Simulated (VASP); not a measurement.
Input of a VASP 6.6.1 run:

INCAR

```
ALGO = Normal
DIPOL = 0.5 0.5 0.499
EDIFF = 1E-7
ENCUT = 520
GGA = PS
IDIPOL = 3
ISIF = 2
ISMEAR = 0
LASPH = True
LCHARG = False
LDIPOL = True
LREAL = False
LWAVE = False
NBANDS = 40
NELM = 100
PREC = Accurate
SIGMA = 0.1
```

KPOINTS

```
k-points
0
Gamma
  9 9 1
```

The input POSCAR:

```
TaC
1.0
    3.1393032037      0.0000000000      0.0000000000
    0.0000000000      3.1393032037      0.0000000000
    0.0000000000      0.0000000000     23.6594677507
Ta C
4 4
Direct
    0.5000000000      0.5000000000      0.3592642104
    0.0000000000      0.0000000000      0.4530880701
    0.5000000000      0.5000000000      0.5440795286
    0.0000000000      0.0000000000      0.6344829828
    0.0000000000      0.0000000000      0.3592642104
    0.5000000000      0.5000000000      0.4530880701
    0.0000000000      0.0000000000      0.5476693491
    0.5000000000      0.5000000000      0.6419923717
```

Potentials or basis: VASP PAW PBE potentials, release 64 (Ta_pv, C).

Run with:

```sh
$ cat potpaw_PBE.64/Ta_pv/POTCAR potpaw_PBE.64/C/POTCAR > POTCAR
$ mpirun -np 1 vasp_std > vasp.out
```

Predict the largest force.

2.789 eV/Å.

Predict the band gap on the k mesh.

zero (band 30 reaches 1.91 eV, above the bottom of band 31 at -0.16 eV).

Forces in eV/Å, atoms in the order of the input:
```
Ta   0.000  0.000  2.789
Ta   0.000  0.000  0.543
Ta   0.000  0.000 -0.021
Ta   0.000  0.000  0.054
C    0.000  0.000 -1.402
C    0.000  0.000 -1.962
C    0.000  0.000 -0.028
C    0.000  0.000  0.027
```

Caveat: the PAW data sets were made with another functional, which shifts forces and pressure a little; spin-orbit coupling is left out, which moves the levels of the heavy elements.
